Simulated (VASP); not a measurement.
# BN in VASP: single point with PBE+D3(BJ)

Aim: the single point of BN with PBE+D3(BJ).

Program: VASP 6.6.1. These are calculated values, not measurements. Logs are shortened: lines on timing, memory, paths and dates and some standing lists are left out, and cuts for length are marked.

## 1. The cell of the first run

The cell holds a slab with vacuum, 4 atoms: a = 2.509 Å, b = 2.509 Å, c = 32.600 Å, α = 90.00°, β = 90.00°, γ = 120.00°.

## 2. Single point, PBE+D3(BJ)

INCAR

```
SYSTEM = BN
  PREC = Accurate
  ENCUT = 520
  EDIFF = 1E-7
  ISMEAR = 0
  SIGMA = 0.02
  LREAL = .False.
  LASPH = .True.
  NELM = 80
  ALGO = Normal
  ISIF = 2
  LWAVE = .False.
  LCHARG = .True.
  LDIPOL = .True.
  IDIPOL = 3
  DIPOL = 0.5 0.5 0.500
  GGA = PE
  IVDW = 12
  LELF = .True.
  LVHAR = .True.
  LVACPOTAV = .True.
  NBANDS = 16
```

KPOINTS

```
Automatic mesh
0
Gamma
  12 12 1
  0 0 0
```

POSCAR

```
BN
1.0
    2.5087620658      0.0000000000      0.0000000000
   -1.2543810329      2.1726516810      0.0000000000
    0.0000000000      0.0000000000     32.6000000000
B N
2 2
Direct
    0.0000000000      0.0000000000      0.4483767514
    0.5000000000      0.0000000000      0.5516232486
    0.6666242848      0.3332485695      0.4483438542
    0.1666242848      0.3332485695      0.5516561458
```

Potentials or basis: VASP PAW PBE potentials, release 64 (B, N).

Launch:

```sh
cat potpaw_PBE.64/B/POTCAR potpaw_PBE.64/N/POTCAR > POTCAR
mpirun -np 1 vasp_std > vasp.out
```

OUTCAR:

```text
SYSTEM = BN
   PREC = Accurate
   ENCUT = 520
   EDIFF = 1E-7
   ISMEAR = 0
   LREAL = .False.
   LASPH = .True.
   NELM = 80
   ISIF = 2
   GGA = PE
   IVDW = 12
 IVDW          = 12

 ion  position               nearest neighbor table
   1  0.000  0.000  0.448-   3 1.45   3 1.45   3 1.45
   2  0.500  0.000  0.552-   4 1.45   4 1.45   4 1.45
   3  0.667  0.333  0.448-   1 1.45   1 1.45   1 1.45
   4  0.167  0.333  0.552-   2 1.45   2 1.45   2 1.45

  LATTYP: Found a hexagonal cell.
 ALAT       =     2.5087620658
 C/A-ratio  =    12.9944566862

  Lattice vectors:

 A1 = (   2.5087620658,   0.0000000000,   0.0000000000)
 A2 = (  -1.2543810329,   2.1726516810,   0.0000000000)
 A3 = (   0.0000000000,   0.0000000000,  32.6000000000)

Analysis of symmetry for initial positions (statically):
=====================================================================
 Subroutine PRICEL returns:
 Original cell was already a primitive cell.

 Routine SETGRP: Setting up the symmetry group for a
 hexagonal supercell.

 Subroutine GETGRP returns: Found  4 space group operations
 (whereof  2 operations were pure point group operations)
 out of a pool of 24 trial point group operations.

The static configuration has the point symmetry C_1h.
 The point group associated with its full space group is C_2v.

Analysis of symmetry for dynamics (positions and initial velocities):
=====================================================================
 Subroutine PRICEL returns:
 Original cell was already a primitive cell.

 Routine SETGRP: Setting up the symmetry group for a
 hexagonal supercell.

 Subroutine GETGRP returns: Found  4 space group operations
 (whereof  2 operations were pure point group operations)
 out of a pool of 24 trial point group operations.

The dynamic configuration has the point symmetry C_1h.
 The point group associated with its full space group is C_2v.

 Subroutine INISYM returns: Found  4 space group operations
 (whereof  2 operations are pure point group operations),
 and found     1 'primitive' translations

----------------------------------------------------------------------------------------

                                     Primitive cell

  volume of cell :     177.6917

  direct lattice vectors                    reciprocal lattice vectors
     2.508762066  0.000000000  0.000000000     0.398602966  0.230133530  0.000000000
    -1.254381033  2.172651681  0.000000000     0.000000000  0.460267059  0.000000000
     0.000000000  0.000000000 32.600000000     0.000000000  0.000000000  0.030674847

  length of vectors
     2.508762066  2.508762066 32.600000000     0.460267059  0.460267059  0.030674847

  position of ions in fractional coordinates (direct lattice)
     0.000000000  0.000000000  0.448376751
     0.500000000  0.000000000  0.551623249
     0.666624285  0.333248570  0.448343854
     0.166624285  0.333248570  0.551656146

  ion indices of the primitive-cell ions
   primitive index   ion index
                 1           1
                 2           2
                 3           3
                 4           4

----------------------------------------------------------------------------------------

 KPOINTS: Automatic mesh

Automatic generation of k-mesh.
 Grid dimensions read from file:
 generate k-points for:   12   12    1

 Generating k-lattice:

  Cartesian coordinates                     Fractional coordinates (reciprocal lattice)
     0.033216914  0.019177794  0.000000000     0.083333333  0.000000000  0.000000000
     0.000000000  0.038355588  0.000000000     0.000000000  0.083333333  0.000000000
     0.000000000  0.000000000  0.030674847     0.000000000  0.000000000  1.000000000

  Length of vectors
     0.038355588  0.038355588  0.030674847

  Shift w.r.t. Gamma in fractional coordinates (k-lattice)
     0.000000000  0.000000000  0.000000000

 Subroutine IBZKPT returns following result:
 ===========================================

 Found     43 irreducible k-points:

 Following reciprocal coordinates:
            Coordinates               Weight
  0.000000  0.000000  0.000000      1.000000
  0.083333 -0.000000  0.000000      4.000000
  0.000000  0.083333  0.000000      2.000000
  0.166667  0.000000  0.000000      4.000000
  0.000000  0.166667  0.000000      2.000000
  0.250000  0.000000  0.000000      4.000000
[... 16 lines left out ...]
 -0.083333  0.416667  0.000000      4.000000
 -0.416667  0.333333  0.000000      4.000000
 [... further k-points ...]
   k-points           NKPTS =     43   k-points in BZ     NKDIM =     43   number of bands    NBANDS=     16
   number of dos      NEDOS =    301   number of ions     NIONS =      4
   total plane-waves  NPLWV = 100000
   dimension x,y,z NGX =    20 NGY =   20 NGZ =  250
   dimension x,y,z NGXF=    40 NGYF=   40 NGZF=  500
   ions per type =               2   2
   NGX,Y,Z   is equivalent  to a cutoff of  13.25, 13.25, 12.75 a.u.
   NGXF,Y,Z  is equivalent  to a cutoff of  26.51, 26.51, 25.50 a.u.
 SYSTEM =  BN
   PREC   = accura    normal or accurate (medium, high low for compatibility)
   ISTART =      0    job   : 0-new  1-cont  2-samecut
   ICHARG =      2    charge: 1-file 2-atom 10-const
   ISPIN  =      1    spin polarized calculation?
   LNONCOLLINEAR =      F non collinear calculations
   LSORBIT =      F    spin-orbit coupling
   LASPH  =      T    aspherical Exc in radial PAW
   ENCUT  =  520.0 eV  38.22 Ry    6.18 a.u.   4.66  4.66 60.61*2*pi/ulx,y,z
   NELM   =     80;   NELMIN=  2; NELMDL= -5     # of ELM steps
   EDIFF  = 0.1E-06   stopping-criterion for ELM
   LREAL  =      F    real-space projection
   EDIFFG = 0.1E-05   stopping-criterion for IOM
   NSW    =      0    number of steps for IOM
   IBRION =     -1    ionic relax: 0-MD 1-quasi-New 2-CG
   NFREE  =      0    steps in history (QN), initial steepest desc. (CG)
   ISIF   =      2    stress and relaxation
   ISYM   =      2    0-nonsym 1-usesym 2-fastsym
   POTIM  = 0.5000    time-step for ionic-motion
   TEBEG  =    0.0;   TEEND  =   0.0 temperature during run
   PSTRESS=    0.0 pullay stress
   NELECT =      16.0000    total number of electrons
   NUPDOWN=      -1.0000    fix difference up-down
   EMIN   =  10.00;   EMAX   =-10.00  energy-range for DOS
   EFERMI =   0.00;   METHOD = LEGACY
   ISMEAR =     0;   SIGMA  =   0.02  broadening in eV -4-tet -1-fermi 0-gaus
   EFERMI_NEDOS =   21; number of points for ismear=-14 and -15
   IALGO  =     38    algorithm
   IMIX   =      4    mixing-type and parameters
     AMIX     =   0.40;   BMIX     =  1.00
     AMIX_MAG =   1.60;   BMIX_MAG =  1.00
  volume/ion in A,a.u.               =      44.42       299.78
  Fermi-wavevector in a.u.,A,eV,Ry     =   0.733769  1.386622  7.325598  0.538416
  Thomas-Fermi vector in A             =   1.826558
   LORBIT       =      0    0 simple, 1 ext, 2 COOP (PROOUT), +10 PAW based schemes
   GGA     = PE    functional components
   LHFCALC =     F    Hartree Fock is set to
   AEXX    =    0.0000 exact exchange contribution
   IVDW    =    12    specifies the selected vdW correction
   LEPSILON=     F    determine dielectric tensor
   LRPA    =     F    only Hartree local field effects (RPA)
 non-spin polarized calculation
 Gauss-broadening in eV      SIGMA  =   0.02
  energy-cutoff  :      520.00
  volume of cell :      177.69
 maximum number of plane-waves:      4825
   NGX =  9   NGY =  9   NGZ =121

 dipolmoment           0.000000      0.000000     -0.000000 electrons x Angstroem

 number of electron      15.9999999 magnetization

 dipolmoment           0.000000      0.000000      0.000000 electrons x Angstroem

 Free energy of the ion-electron system (eV)
  ---------------------------------------------------
  ext. energy  EPLUGINS =         0.00000000
  ---------------------------------------------------
  free energy    TOTEN  =       -35.17956697 eV

  energy without entropy =      -35.17956697  energy(sigma->0) =      -35.17956697

 E-fermi :  -3.9361     XC(G=0):  -2.3335

 val. band max:       -4.1216534486   @ k =   0.3333   0.3333   0.0000
 cond. band min:       0.0608705682   @ k =   0.0000   0.5000   0.0000
 fundamental gap:      4.1825240168
 Fermi energy:        -3.9360966684

 k-point     1 :       0.0000    0.0000    0.0000
  band No.  band energies     occupation
      1     -21.8882      2.00000
      2     -21.7561      2.00000
      3      -9.8856      2.00000
      4      -8.9083      2.00000
      5      -5.5383      2.00000
      6      -5.5293      2.00000
[... 8 lines left out ...]
     15       2.9112      0.00000
     16       3.8518      0.00000

 k-point     2 :       0.0833   -0.0000    0.0000
  band No.  band energies     occupation
      1     -21.7540      2.00000
      2     -21.6241      2.00000
      3      -9.7030      2.00000
      4      -8.7354      2.00000
      5      -6.0906      2.00000
      6      -6.0816      2.00000
[... 8 lines left out ...]
     15       3.1270      0.00000
     16       4.0448      0.00000

 k-point     3 :       0.0000    0.0833    0.0000
  band No.  band energies     occupation
      1     -21.7540      2.00000
      2     -21.6240      2.00000
      3      -9.7033      2.00000
      4      -8.7350      2.00000
      5      -6.0946      2.00000
      6      -6.0739      2.00000
[... 8 lines left out ...]
     15       3.1273      0.00000
     16       4.0444      0.00000

 k-point     4 :       0.1667    0.0000    0.0000
  band No.  band energies     occupation
      1     -21.3587      2.00000
      2     -21.2354      2.00000
      3      -9.1636      2.00000
      4      -8.2304      2.00000
      5      -7.4923      2.00000
      6      -7.4850      2.00000
[... 8 lines left out ...]
     15       3.7231      0.00000
     16       4.5434      0.00000

 k-point     5 :       0.0000    0.1667    0.0000
  band No.  band energies     occupation
      1     -21.3589      2.00000
      2     -21.2350      2.00000
      3      -9.1649      2.00000
      4      -8.2273      2.00000
      5      -7.5132      2.00000
      6      -7.4639      2.00000
[... 8 lines left out ...]
     15       3.7219      0.00000
     16       4.5331      0.00000

 k-point     6 :       0.2500    0.0000    0.0000
  band No.  band energies     occupation
      1     -20.7293      2.00000
      2     -20.6178      2.00000
      3      -9.2886      2.00000
      4      -9.2705      2.00000
      5      -8.2804      2.00000
      6      -7.4059      2.00000
[... 8 lines left out ...]
     15       4.6039      0.00000
     16       5.1227      0.00000
[... 267 lines left out ...]
 k-point    21 :      -0.3333    0.2500    0.0000
  band No.  band energies     occupation
      1     -20.2564      2.00000
      2     -20.1556      2.00000
      3     -10.2113      2.00000
      4     -10.1871      2.00000
      5      -7.8366      2.00000
      6      -7.8168      2.00000
[... 8 lines left out ...]
     15       5.0203      0.00000
     16       5.6888      0.00000

 k-point    22 :       0.3333    0.0833    0.0000
  band No.  band energies     occupation
      1     -19.4414      2.00000
      2     -19.3642      2.00000
      3     -11.7954      2.00000
      4     -11.7693      2.00000
      5      -8.3865      2.00000
      6      -8.3643      2.00000
[... 8 lines left out ...]
     15       6.5151      0.00000
     16       6.7593      0.00000

 k-point    23 :      -0.0833    0.4167    0.0000
  band No.  band energies     occupation
      1     -19.4462      2.00000
      2     -19.3579      2.00000
      3     -11.8328      2.00000
      4     -11.7330      2.00000
      5      -8.3910      2.00000
      6      -8.3621      2.00000
[... 8 lines left out ...]
     15       6.5129      0.00000
     16       6.7485      0.00000

 k-point    24 :      -0.4167    0.3333    0.0000
  band No.  band energies     occupation
      1     -19.4406      2.00000
      2     -19.3653      2.00000
      3     -11.7960      2.00000
      4     -11.7677      2.00000
      5      -8.3872      2.00000
      6      -8.3639      2.00000
[... 8 lines left out ...]
     15       6.5243      0.00000
     16       6.7368      0.00000

 [... further k-points ...]

------------------------ aborting loop because EDIFF is reached ----------------------------------------

 vacuum level on the upper side and lower side of the slab       (xc-potential included)        -0.096        -0.096

 Edisp (eV)   -0.42002

 E8    (eV) :    -0.1295

  FORCE on cell =-STRESS in cart. coord.  units (eV):
  Direction    XX          YY          ZZ          XY          YZ          ZX
  --------------------------------------------------------------------------------------
  -------------------------------------------------------------------------------------
  Total      -0.03038    -0.12541    -0.02233     0.00000     0.00000     0.00000
  in kB      -0.27390    -1.13073    -0.20135     0.00000     0.00000     0.00000
  external pressure =       -0.54 kB  Pullay stress =        0.00 kB

 VOLUME and BASIS-vectors are now :
 -----------------------------------------------------------------------------
  energy-cutoff  :      520.00
  volume of cell :      177.69
      direct lattice vectors                 reciprocal lattice vectors
     2.508762066  0.000000000  0.000000000     0.398602966  0.230133530  0.000000000
    -1.254381033  2.172651681  0.000000000     0.000000000  0.460267059  0.000000000
     0.000000000  0.000000000 32.600000000     0.000000000  0.000000000  0.030674847

 POSITION                                       TOTAL-FORCE (eV/Angst)
 -----------------------------------------------------------------------------------
      0.00000      0.00000     14.61708         0.000000      0.000003     -0.000743
      1.25438      0.00000     17.98292        -0.000000      0.000003      0.000743
      1.25438      0.72403     14.61601         0.000000     -0.000003     -0.003425
      0.00000      0.72403     17.98399         0.000000     -0.000003      0.003425
 -----------------------------------------------------------------------------------
    total drift:                               -0.000003      0.000005      0.000000

  FREE ENERGIE OF THE ION-ELECTRON SYSTEM (eV)
  ---------------------------------------------------
  free  energy   TOTEN  =       -35.5995890057 eV

  energy  without entropy=      -35.5995890057  energy(sigma->0) =      -35.59958901

 vacuum level on the upper side and lower side of the slab         1.651         1.651
```

Run time: 1.9 min. Hardware: 1 thread of AMD EPYC 9R45 (Zen 5), shared host; peak memory 0.32 GiB.

What came out:

- Free energy: -35.5996 eV
- Largest force: 0.003 eV/Å
- Band gap on the k mesh: 4.18 eV (least direct gap 4.42 eV)
- Dispersion energy per atom: -0.105 eV
- Ionisation potential of the upper face: 5.77 eV

Forces in eV/Å, atoms in the order of the input:
```
B    0.000  0.000 -0.001
B    0.000  0.000  0.001
N    0.000  0.000 -0.003
N    0.000  0.000  0.003
```

Levels at points of the mesh, in eV from the valence-band top:
| k point | band 5 | band 6 | band 7 | band 8 | band 9 | band 10 | band 11 | band 12 |
| --- | --- | --- | --- | --- | --- | --- | --- | --- |
| (0.00, 0.00, 0.00) | -1.42 | -1.41 | -1.40 | -1.40 | 4.73 | 5.22 | 5.80 | 6.07 |
| (0.50, 0.00, 0.00) | -4.19 | -4.19 | -0.99 | -0.99 | 4.74 | 4.74 | 9.66 | 9.66 |
| (0.00, 0.50, 0.00) | -4.20 | -4.17 | -1.26 | -0.68 | 4.18 | 5.29 | 9.55 | 9.78 |
